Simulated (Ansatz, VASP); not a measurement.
Two plane-wave programs on Li2S

```
Li S
1.0
     0.00000    2.83517    2.83517
     2.83517    0.00000    2.83517
     2.83517    2.83517    0.00000
Li S
2 1
Cartesian
  4.2528 4.2528 4.2528
  1.4176 1.4176 1.4176
  0.0000 0.0000 0.0000
```

Alike in both runs: task single point; functional PBE; k mesh 1 × 1 × 1; occupations gaussian, width 0.1 eV; no spin polarisation.

|  | VASP | Ansatz |
| --- | --- | --- |
| version | VASP 6.6.1 | Ansatz 0.2.0 |
| potentials or method | VASP PAW PBE potentials, release 64 (Li_sv, S), cutoff 750 eV | scalar-relativistic, plane waves, PAW |
| valence electrons in the cell | 12 | 12 |

```csv
,VASP,Ansatz,Ansatz less VASP
gap on the k mesh at the Fermi level (eV),3.66,3.66,+0.002
least direct gap on the mesh (eV),3.66,3.66,+0.002
```

The k mesh is coarse, so the values compare programs but aren't converged.
